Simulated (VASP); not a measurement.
# Ti3O4: single point with PBEsol

Crystal: Ti3O4.

```xyz
7
Lattice="-2.0659 2.0659 4.0891 2.0659 -2.0659 4.0891 2.0659 2.0659 -4.0891" Properties=species:S:1:pos:R:3 pbc="T T T"
Ti    2.0659    0.0000    2.0446
Ti    0.0000    0.0000    4.0891
Ti    0.0000    2.0659    2.0446
O     2.0659    0.0000    0.0000
O     0.0000    0.0000    1.9999
O     0.0000    2.0659    0.0000
O     0.0000    0.0000    6.1784
```

```yaml
Program: VASP 6.6.1
Task: single point
Functional: PBEsol
Potentials_or_basis: VASP PAW PBE potentials, release 64 (Ti_sv, O)
Cutoff: 520 eV
k_mesh: 12 × 12 × 12
Occupations: gaussian, width 0.1 eV
Spin: no spin polarisation
Dipole_correction: no
Further_INCAR_settings: ALGO = Normal; EDIFF = 1e-06; NBANDS = 39
```

```json
{
 "Pressure": "-5.0 GPa",
 "Largest force": "0.022 eV/Å",
 "Band gap on the k mesh": "zero (bands 30 and 31 overlap by 3.50 eV)"
}
```

Forces in eV/Å, atoms in the order of the input:
```
Ti   0.000  0.000  0.000
Ti   0.000  0.000  0.000
Ti   0.000  0.000  0.000
O    0.000  0.000  0.000
O    0.000  0.000 -0.022
O    0.000  0.000  0.000
O    0.000  0.000  0.022
```

Stress tensor (GPa, compression positive):
```
-4.85  0.00  0.00
 0.00 -4.85  0.00
 0.00  0.00 -5.18
```

Levels at points of the mesh, in eV from the Fermi level:
```
           k point  band 26  band 27  band 28  band 29  band 30  band 31  band 32  band 33  band 34  band 35
(0.00, 0.00, 0.00)    -4.16    -3.86    -3.86    -2.82    -0.63    -0.63     0.37     0.47     0.47     0.68
(0.50, 0.00, 0.00)    -5.33    -5.20    -4.04    -1.12     0.27     0.39     0.54     0.68     1.04     1.32
(0.50, 0.50, 0.00)    -5.64    -5.32    -3.53     0.77     0.77     1.05     1.16     1.23     1.34     1.58
(0.50, 0.50, 0.50)    -4.85    -4.32    -4.32    -2.47    -2.47    -2.47    -0.17     0.87     1.33     1.47
```

Wall time 5.8 min on 1 thread of Intel(R) Xeon(R) 6975P-C (Granite Rapids), with other jobs on the host, peak memory 0.47 GiB.

Caveat: the cell stands under tension; the PAW data sets were made with another functional, which shifts forces and pressure a little; semilocal functionals often make such compounds metallic where correlation or magnetic order opens a gap, which also shifts bond lengths.
